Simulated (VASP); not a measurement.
# Co (P6_3/mmc) in VASP: further runs

Runs on Co. Level: r2SCAN. Tasks: single point.

Everything below comes from runs of VASP 6.6.1. Logs are shortened: lines on timing, memory, paths and dates and some standing lists are left out, and cuts for length are marked.

## 1. The cell of the first run

Symmetry: P6_3/mmc, No. 194, hexagonal system. The conventional cell has a = 2.422 Å, b = 2.422 Å, c = 3.939 Å, α = 90.00°, β = 90.00°, γ = 120.00°. Co (site symmetry -6m2) has 12 Co at 2.42 Å within 3.2 Å.

## 2. Single point, r2SCAN, collinear spin, ferromagnetic start

The input, POSCAR:

```
Co
1.0
    2.4215367659      0.0000000000      0.0000000000
   -1.2107683830      2.0971123555      0.0000000000
    0.0000000000      0.0000000000      3.9390568819
Co
2
Direct
    0.6666666667      0.3333333333      0.7500000000
    0.3333333333      0.6666666667      0.2500000000
```

The input, INCAR.step1:

```
SYSTEM = Co
PREC     = Accurate       ! precision mode
ENCUT    = 520            ! plane-wave cutoff, eV
ISMEAR   = -1             ! smearing method
SIGMA    = 0.05           ! smearing width, eV
LREAL    = .False.        ! projectors in reciprocal space
LASPH    = .True.         ! aspherical terms in the spheres
NELM     = 150            ! most SCF steps
ISPIN    = 2              ! spin polarisation
MAGMOM   = 2 2            ! initial moments
LMAXMIX  = 4              ! l up to which the mixer works
NBANDS   = 20             ! bands
GGA      = PE             ! functional
ALGO     = Normal         ! electronic algorithm
EDIFF    = 1E-4           ! SCF threshold, eV
LWAVE    = .True.         ! write WAVECAR
LCHARG   = .False.        ! write CHGCAR
```

The input, INCAR.step2:

```
SYSTEM = Co
PREC     = Accurate       ! precision mode
ENCUT    = 520            ! plane-wave cutoff, eV
EDIFF    = 1E-6           ! SCF threshold, eV
ISMEAR   = -1             ! smearing method
SIGMA    = 0.05           ! smearing width, eV
LREAL    = .False.        ! projectors in reciprocal space
LASPH    = .True.         ! aspherical terms in the spheres
NELM     = 150            ! most SCF steps
ALGO     = Normal         ! electronic algorithm
ISIF     = 2              ! what is computed and relaxed
LWAVE    = .False.        ! write WAVECAR
LCHARG   = .False.        ! write CHGCAR
ISPIN    = 2              ! spin polarisation
MAGMOM   = 2 2            ! initial moments
LORBIT   = 11             ! projections on sites
LMAXMIX  = 4              ! l up to which the mixer works
METAGGA  = R2SCAN         ! meta-GGA
LMIXTAU  = .True.       
NBANDS   = 20             ! bands
ISTART   = 1
```

The input, KPOINTS:

```
regular mesh
0
Gamma
  12 12 7
  0 0 0
```

Potentials or basis: VASP PAW PBE potentials, release 64 (Co).

Started as:

```console
> cat potpaw_PBE.64/Co/POTCAR > POTCAR
> cp INCAR.step1 INCAR
> mpirun -np 1 vasp_std > vasp.out
> cp INCAR.step2 INCAR
> mpirun -np 1 vasp_std > vasp.out
```

OUTCAR:

```text
SYSTEM = Co
   PREC = Accurate
   ENCUT = 520
   EDIFF = 1E-6
   ISMEAR = -1
   LREAL = .False.
   LASPH = .True.
   NELM = 150
   ISIF = 2
   ISPIN = 2
   LORBIT = 11
   METAGGA = R2SCAN
   ISTART = 1

 ion  position               nearest neighbor table
   1  0.667  0.333  0.750-   2 2.42   2 2.42   2 2.42   2 2.42   2 2.42   2 2.42
   2  0.333  0.667  0.250-   1 2.42   1 2.42   1 2.42   1 2.42   1 2.42   1 2.42

  LATTYP: Found a hexagonal cell.
 ALAT       =     2.4215367659
 C/A-ratio  =     1.6266764715

  Lattice vectors:

 A1 = (   2.4215367659,   0.0000000000,   0.0000000000)
 A2 = (  -1.2107683830,   2.0971123555,   0.0000000000)
 A3 = (   0.0000000000,   0.0000000000,   3.9390568819)

Analysis of symmetry for initial positions (statically):
=====================================================================
 Subroutine PRICEL returns:
 Original cell was already a primitive cell.

 Routine SETGRP: Setting up the symmetry group for a
 hexagonal supercell.

 Subroutine GETGRP returns: Found 24 space group operations
 (whereof 12 operations were pure point group operations)
 out of a pool of 24 trial point group operations.

The static configuration has the point symmetry D_3d.
 The point group associated with its full space group is D_6h.

Analysis of symmetry for dynamics (positions and initial velocities):
=====================================================================
 Subroutine PRICEL returns:
 Original cell was already a primitive cell.

 Routine SETGRP: Setting up the symmetry group for a
 hexagonal supercell.

 Subroutine GETGRP returns: Found 24 space group operations
 (whereof 12 operations were pure point group operations)
 out of a pool of 24 trial point group operations.

The dynamic configuration has the point symmetry D_3d.
 The point group associated with its full space group is D_6h.

Analysis of structural, dynamic, and magnetic symmetry:
=====================================================================
 Subroutine PRICEL returns:
 Original cell was already a primitive cell.

 Routine SETGRP: Setting up the symmetry group for a
 hexagonal supercell.

 Subroutine GETGRP returns: Found 24 space group operations
 (whereof 12 operations were pure point group operations)
 out of a pool of 24 trial point group operations.

The overall configuration has the point symmetry D_3d.
 The point group associated with its full space group is D_6h.

 Subroutine INISYM returns: Found 24 space group operations
[... 118 lines left out ...]
  volume/ion in A,a.u.               =      10.00        67.49
  Fermi-wavevector in a.u.,A,eV,Ry     =   1.580510  2.986731 33.987527  2.498013
  Thomas-Fermi vector in A             =   2.680727
   LORBIT       =     11    0 simple, 1 ext, 2 COOP (PROOUT), +10 PAW based schemes
   METAGGA = R2SCAN    functional components
   LHFCALC =     F    Hartree Fock is set to
   AEXX    =    0.0000 exact exchange contribution
   IVDW    =     0    specifies the selected vdW correction
   LEPSILON=     F    determine dielectric tensor
   LRPA    =     F    only Hartree local field effects (RPA)
 spin polarized calculation
  energy-cutoff  :      520.00
  volume of cell :       20.00
 maximum number of plane-waves:       557
 NGX is ok and might be reduce to    18
   NGX =  9   NGY =  9   NGZ = 15

 number of electron      17.9999992 magnetization       3.3974316

 Free energy of the ion-electron system (eV)
  ---------------------------------------------------
  ext. energy  EPLUGINS =         0.00000000
  ---------------------------------------------------
  free energy    TOTEN  =       -26.36321540 eV

  energy without entropy =      -26.35057160  energy(sigma->0) =      -26.35689350

 E-fermi :  11.5129     XC(G=0): -15.2356

 val. band max:       11.5125129299   @ k =   0.3333   0.0833   0.4286
 cond. band min:      11.5194961627   @ k =   0.1667   0.0000   0.1429
 fundamental gap:      0.0069832329
 Fermi energy:        11.5129152443

 spin component 1

 k-point     1 :       0.0000    0.0000    0.0000
  band No.  band energies     occupation
      1       1.6766      1.00000
      2       5.3617      1.00000
      3       8.0170      1.00000
      4       8.0742      1.00000
      5       8.0743      1.00000
      6       8.4164      1.00000
[... 541 lines left out ...]
     19      36.7403      0.00000
     20      38.4677      0.00000

 [... further k-points ...]

 spin component 2

 k-point     1 :       0.0000    0.0000    0.0000
  band No.  band energies     occupation
      1       1.1129      1.00000
      2       6.5073      1.00000
      3      10.3870      1.00000
      4      10.4854      1.00000
      5      10.4854      1.00000
      6      10.6684      1.00000
[... 541 lines left out ...]
     19      37.7055      0.00000
     20      39.2467      0.00000

 [... further k-points ...]

------------------------ aborting loop because EDIFF is reached ----------------------------------------

  FORCE on cell =-STRESS in cart. coord.  units (eV):
  Direction    XX          YY          ZZ          XY          YZ          ZX
  --------------------------------------------------------------------------------------
  -------------------------------------------------------------------------------------
  Total        2.0665467      2.0665467      1.8410550     -0.0000000      0.0000000      0.0000000
  in kB      165.5201172    165.5201172    147.4593510     -0.0000000      0.0000000      0.0000000
  external PRESSURE =     159.4998618 kB  Pullay stress =       0.0000000 kB

 VOLUME and BASIS-vectors are now :
 -----------------------------------------------------------------------------
  energy-cutoff  :      520.00
  volume of cell :       20.00
      direct lattice vectors                 reciprocal lattice vectors
     2.421536766  0.000000000  0.000000000     0.412960899  0.238423086  0.000000000
    -1.210768383  2.097112356  0.000000000     0.000000000  0.476846172  0.000000000
     0.000000000  0.000000000  3.939056882     0.000000000  0.000000000  0.253867875

 POSITION                                       TOTAL-FORCE (eV/Angst)
 -----------------------------------------------------------------------------------
      1.21077      0.69904      2.95429         0.000000     -0.000000      0.000000
     -0.00000      1.39807      0.98476        -0.000000      0.000000      0.000000
 -----------------------------------------------------------------------------------
    total drift:                               -0.000000      0.000000     -0.000000

  FREE ENERGIE OF THE ION-ELECTRON SYSTEM (eV)
  ---------------------------------------------------
  free  energy   TOTEN  =       -26.3632153983 eV

  energy  without entropy=      -26.3505716021  energy(sigma->0) =      -26.35689350

 total charge

# of ion       s       p       d       tot
------------------------------------------
    1        0.546   0.635   7.289   8.470
    2        0.546   0.635   7.289   8.470
--------------------------------------------------
tot          1.092   1.270  14.578  16.940

 magnetization (x)

# of ion       s       p       d       tot
------------------------------------------
    1       -0.014  -0.089   1.845   1.742
    2       -0.014  -0.089   1.845   1.742
--------------------------------------------------
tot         -0.027  -0.178   3.690   3.485
```

OSZICAR.step1:

```text
N       E                     dE             d eps       ncg     rms          rms(c)
DAV:   1     0.850375774835E+02    0.85038E+02   -0.81773E+03  6408   0.126E+03
DAV:   2    -0.113358106785E+02   -0.96373E+02   -0.86899E+02  6180   0.220E+02
DAV:   3    -0.158887792113E+02   -0.45530E+01   -0.43761E+01  6920   0.570E+01
DAV:   4    -0.159578215508E+02   -0.69042E-01   -0.68990E-01  7556   0.615E+00
DAV:   5    -0.159597335408E+02   -0.19120E-02   -0.19119E-02  7024   0.965E-01    0.163E+01
DAV:   6    -0.142921336922E+02    0.16676E+01   -0.62247E+00  6956   0.526E+01    0.607E+00
DAV:   7    -0.140209889028E+02    0.27114E+00   -0.84870E-01  7372   0.177E+01    0.395E+00
DAV:   8    -0.139932724309E+02    0.27716E-01   -0.14034E-02  8600   0.136E+00    0.194E+00
DAV:   9    -0.139788406499E+02    0.14432E-01   -0.21741E-03 10100   0.913E-01    0.429E-01
DAV:  10    -0.139785419004E+02    0.29875E-03   -0.67620E-04  8040   0.318E-01    0.754E-02
DAV:  11    -0.139785723924E+02   -0.30492E-04   -0.26299E-05  3772   0.708E-02
   1 F= -.13978572E+02 E0= -.13971448E+02  d E =-.142494E-01  mag=     3.0322
```

It took 2.7 min on 1 thread of Intel Xeon 6975P-C (Granite Rapids), shared host; peak memory 0.17 GiB.

What came out:

| Property | Result |
| --- | --- |
| Free energy | -26.3632 eV |
| Pressure | 15.9 GPa |
| Net moment | 3.40 μB per cell |
| Site moments | Co +1.74 μB |
| Valence electrons inside the program's atomic spheres | Co 8.47 |

Stress tensor (GPa, compression positive):
```
16.55  0.00  0.00
 0.00 16.55  0.00
 0.00  0.00 14.75
```

Levels at points of the mesh, in eV from the Fermi level:
Spin up:
| k point | band 7 | band 8 | band 9 | band 10 | band 11 | band 12 | band 13 | band 14 | band 15 | band 16 |
| --- | --- | --- | --- | --- | --- | --- | --- | --- | --- | --- |
| (0.00, 0.00, 0.00) | -3.10 | -2.70 | -2.70 | -1.48 | -1.48 | -0.33 | 6.87 | 23.49 | 26.90 | 26.96 |
| (0.50, 0.00, 0.00) | -2.97 | -1.29 | -1.24 | -1.13 | 1.15 | 3.53 | 10.44 | 11.31 | 13.52 | 15.27 |
Spin down:
```
           k point  band 5  band 6  band 7  band 8  band 9  band 10
(0.00, 0.00, 0.00)   -1.03   -0.84   -0.60   -0.60   -0.04    -0.04
(0.50, 0.00, 0.00)   -1.23   -1.17   -0.71    1.52    1.66     1.71
```

Caveat: the cell stands under pressure; the PAW data sets were made with another functional, which shifts forces and pressure a little.

## 3. Single point, r2SCAN, collinear spin, ferromagnetic start

This run uses another cell than the first one, of 10.21 Å³/atom.

The input, POSCAR:

```
Co
1.0
    2.4385904036      0.0000000000      0.0000000000
   -1.2192952018      2.1118812389      0.0000000000
    0.0000000000      0.0000000000      3.9667976331
Co
2
Direct
    0.6666666667      0.3333333333      0.7500000000
    0.3333333333      0.6666666667      0.2500000000
```

The input, INCAR.step1:

```
ALGO = Normal
EDIFF = 1E-4
ENCUT = 520
GGA = PE
ISMEAR = -1
ISPIN = 2
LASPH = T
LCHARG = F
LMAXMIX = 4
LREAL = F
LWAVE = T
MAGMOM = 2 2
NBANDS = 20
NELM = 150
PREC = Accurate
SIGMA = 0.05
```

The input, INCAR.step2:

```
ALGO = Normal
EDIFF = 1E-6
ENCUT = 520
ISIF = 2
ISMEAR = -1
ISPIN = 2
ISTART = 1
LASPH = T
LCHARG = F
LMAXMIX = 4
LMIXTAU = T
LORBIT = 11
LREAL = F
LWAVE = F
MAGMOM = 2 2
METAGGA = R2SCAN
NBANDS = 20
NELM = 150
PREC = Accurate
SIGMA = 0.05
```

The input, KPOINTS:

```
k-points
0
Gamma
  12 12 7
```

Potentials or basis: VASP PAW PBE potentials, release 64 (Co).

Started as:

```console
> cat potpaw_PBE.64/Co/POTCAR > POTCAR
> cp INCAR.step1 INCAR
> mpirun -np 1 vasp_std > vasp.out
> cp INCAR.step2 INCAR
> mpirun -np 1 vasp_std > vasp.out
```

OUTCAR:

```text
EDIFF = 1E-6
   ENCUT = 520
   ISIF = 2
   ISMEAR = -1
   ISPIN = 2
   ISTART = 1
   LASPH = T
   LORBIT = 11
   LREAL = F
   METAGGA = R2SCAN
   NELM = 150
   PREC = Accurate

 ion  position               nearest neighbor table
   1  0.667  0.333  0.750-   2 2.43   2 2.43   2 2.43   2 2.43   2 2.43   2 2.43
   2  0.333  0.667  0.250-   1 2.43   1 2.43   1 2.43   1 2.43   1 2.43   1 2.43

  LATTYP: Found a hexagonal cell.
 ALAT       =     2.4385904036
 C/A-ratio  =     1.6266764715

  Lattice vectors:

 A1 = (   2.4385904036,   0.0000000000,   0.0000000000)
 A2 = (  -1.2192952018,   2.1118812389,   0.0000000000)
 A3 = (   0.0000000000,   0.0000000000,   3.9667976331)

Analysis of symmetry for initial positions (statically):
=====================================================================
 Subroutine PRICEL returns:
 Original cell was already a primitive cell.

 Routine SETGRP: Setting up the symmetry group for a
 hexagonal supercell.

[... 751 lines left out ...]
      3      10.1094      1.00000
      4      10.2111      1.00000
      5      10.2112      1.00000
      6      10.3521      1.00000
[... 541 lines left out ...]
     19      36.9408      0.00000
     20      38.5234      0.00000

 [... further k-points ...]

------------------------ aborting loop because EDIFF is reached ----------------------------------------

  FORCE on cell =-STRESS in cart. coord.  units (eV):
  Direction    XX          YY          ZZ          XY          YZ          ZX
  --------------------------------------------------------------------------------------
  -------------------------------------------------------------------------------------
  Total        1.3151448      1.3151448      1.1983663      0.0000000      0.0000000      0.0000000
  in kB      103.1420521    103.1420521     93.9835366      0.0000000      0.0000000      0.0000000
  external PRESSURE =     100.0892136 kB  Pullay stress =       0.0000000 kB

 VOLUME and BASIS-vectors are now :
 -----------------------------------------------------------------------------
  energy-cutoff  :      520.00
  volume of cell :       20.43
      direct lattice vectors                 reciprocal lattice vectors
     2.438590404  0.000000000  0.000000000     0.410072966  0.236755737  0.000000000
    -1.219295202  2.111881239  0.000000000     0.000000000  0.473511475  0.000000000
     0.000000000  0.000000000  3.966797633     0.000000000  0.000000000  0.252092517

 POSITION                                       TOTAL-FORCE (eV/Angst)
 -----------------------------------------------------------------------------------
      1.21930      0.70396      2.97510        -0.000000      0.000000      0.000000
     -0.00000      1.40792      0.99170         0.000000      0.000000      0.000000
 -----------------------------------------------------------------------------------
    total drift:                               -0.000000      0.000000     -0.000000

  FREE ENERGIE OF THE ION-ELECTRON SYSTEM (eV)
  ---------------------------------------------------
  free  energy   TOTEN  =       -26.3974990565 eV

  energy  without entropy=      -26.3843550842  energy(sigma->0) =      -26.39092707

 total charge

# of ion       s       p       d       tot
------------------------------------------
    1        0.537   0.616   7.269   8.422
    2        0.537   0.616   7.269   8.422
--------------------------------------------------
tot          1.073   1.232  14.538  16.844

 magnetization (x)

# of ion       s       p       d       tot
------------------------------------------
    1       -0.013  -0.087   1.869   1.769
    2       -0.013  -0.087   1.869   1.769
--------------------------------------------------
tot         -0.026  -0.174   3.738   3.538
```

Run time: 2.2 min. Hardware: 1 thread of Intel Xeon 6975P-C (Granite Rapids), shared host; peak memory 0.17 GiB.

Results:

```yaml
Free_energy: -26.3975 eV
Pressure: 10.0 GPa
Net_moment: 3.44 μB per cell
Site_moments: Co +1.77 μB
Valence_electrons_inside_the_program's_atomic_spheres: Co 8.42
```

Levels at points of the mesh, in eV from the Fermi level:
Spin up:
| k point | band 7 | band 8 | band 9 | band 10 | band 11 | band 12 | band 13 | band 14 | band 15 | band 16 |
| --- | --- | --- | --- | --- | --- | --- | --- | --- | --- | --- |
| (0.00, 0.00, 0.00) | -3.09 | -2.71 | -2.71 | -1.54 | -1.54 | -0.32 | 6.66 | 23.30 | 26.54 | 26.54 |
| (0.50, 0.00, 0.00) | -2.96 | -1.35 | -1.30 | -1.19 | 1.07 | 3.40 | 10.25 | 11.09 | 13.30 | 14.97 |
Spin down:
| k point | band 4 | band 5 | band 6 | band 7 | band 8 | band 9 | band 10 | band 11 |
| --- | --- | --- | --- | --- | --- | --- | --- | --- |
| (0.00, 0.00, 0.00) | -0.98 | -0.98 | -0.84 | -0.56 | -0.56 | -0.02 | -0.02 | 1.35 |
| (0.50, 0.00, 0.00) | -2.42 | -1.18 | -1.12 | -0.69 | 1.49 | 1.63 | 1.67 | 2.80 |

Caveat: the cell stands under pressure; the PAW data sets were made with another functional, which shifts forces and pressure a little.

## 4. Single point, r2SCAN, collinear spin, ferromagnetic start

This run uses another cell than the first one, of 10.43 Å³/atom.

The input, POSCAR:

```
Co
1.0
    2.4554087999      0.0000000000      0.0000000000
   -1.2277044000      2.1264463974      0.0000000000
    0.0000000000      0.0000000000      3.9941557227
Co
2
Direct
    0.6666666667      0.3333333333      0.7500000000
    0.3333333333      0.6666666667      0.2500000000
```

The input, INCAR.step1:

```
SYSTEM = Co
  PREC = Accurate
  ENCUT = 520
  ISMEAR = -1
  SIGMA = 0.05
  LREAL = .FALSE.
  LASPH = .TRUE.
  NELM = 150
  ISPIN = 2
  MAGMOM = 2 2
  LMAXMIX = 4
  NBANDS = 20
  GGA = PE
  ALGO = Normal
  EDIFF = 1E-4
  LWAVE = .TRUE.
  LCHARG = .FALSE.
```

The input, INCAR.step2:

```
SYSTEM = Co
  PREC = Accurate
  ENCUT = 520
  EDIFF = 1E-7
  ISMEAR = -1
  SIGMA = 0.05
  LREAL = .FALSE.
  LASPH = .TRUE.
  NELM = 150
  ALGO = Normal
  ISIF = 2
  LWAVE = .FALSE.
  LCHARG = .FALSE.
  ISPIN = 2
  MAGMOM = 2 2
  LORBIT = 11
  LMAXMIX = 4
  METAGGA = R2SCAN
  LMIXTAU = .TRUE.
  NBANDS = 20
  ISTART = 1
```

The input, KPOINTS:

```
Automatic mesh
0
G
  12 12 7
  0 0 0
```

Started as:

```console
> cat potpaw_PBE.64/Co/POTCAR > POTCAR
> cp INCAR.step1 INCAR
> mpirun -np 1 vasp_std > vasp.out
> cp INCAR.step2 INCAR
> mpirun -np 1 vasp_std > vasp.out
```

Run time: 2.4 min. Hardware: 1 thread of Intel Xeon 6975P-C (Granite Rapids), shared host; peak memory 0.17 GiB.

The run converged. Its results:

```
Free energy                                           : -26.4170 eV
Pressure                                              : 4.8 GPa
Net moment                                            : 3.49 μB per cell
Site moments                                          : Co +1.80 μB
Valence electrons inside the program's atomic spheres : Co 8.38
```

Levels at points of the mesh, in eV from the Fermi level:
Spin up:
```csv
k point,band 8,band 9,band 10,band 11,band 12,band 13,band 14,band 15
"(0.00, 0.00, 0.00)",-2.73,-2.73,-1.59,-1.59,-0.32,6.46,23.12,26.13
"(0.50, 0.00, 0.00)",-1.40,-1.37,-1.25,1.00,3.27,10.06,10.88,13.09
```
Spin down:
```tsv
k point	band 4	band 5	band 6	band 7	band 8	band 9	band 10	band 11
(0.00, 0.00, 0.00)	-0.94	-0.94	-0.83	-0.53	-0.53	0.01	0.01	1.33
(0.50, 0.00, 0.00)	-2.38	-1.12	-1.06	-0.66	1.46	1.61	1.64	2.74
```

Caveat: the cell stands under pressure; the PAW data sets were made with another functional, which shifts forces and pressure a little.

(Part 1 of 2 ends here.)
